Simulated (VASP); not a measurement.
Runs of VASP 6.6.1 on As. The structure is that of space group P-3m1 (No. 164), or close to it. The cells are those of the table. 

| task | cell | k mesh | gap on the mesh (eV) | largest force (eV/Å) |
| --- | --- | --- | --- | --- |
| relaxation of the atoms | atoms relaxed from a = 3.570, b = 3.570, c = 19.398 Å, angles 90.0, 90.0, 120.0°, 2 atoms | 9 × 9 × 1 | 1.51 | 0.02 |
| single point | a = 3.759, b = 3.759, c = 19.273 Å, angles 90.0, 90.0, 120.0°, 2 atoms | 12 × 12 × 1 | (a) | 0.98 |
| single point | a = 3.570, b = 3.570, c = 19.273 Å, angles 90.0, 90.0, 120.0°, 2 atoms | 12 × 12 × 1 | 1.55 | 0.09 |
| single point | a = 3.570, b = 3.570, c = 19.398 Å, angles 90.0, 90.0, 120.0°, 2 atoms | 33 × 33 × 1 | 1.54 | 0.09 |
| single point | a = 3.570, b = 3.570, c = 19.398 Å, angles 90.0, 90.0, 120.0°, 2 atoms | 9 × 9 × 1 | 1.55 | 0.09 |

Alike in all rows: level PBE+D3(BJ); potentials or basis VASP PAW PBE potentials, release 64 (As); no spin polarisation; cutoff (eV) 520; smearing gaussian 0.05 eV.

Q: Estimate the missing entries.

A: (a) 0.82.

A k mesh can miss the band edges, and the runs leave out spin-orbit coupling on As.
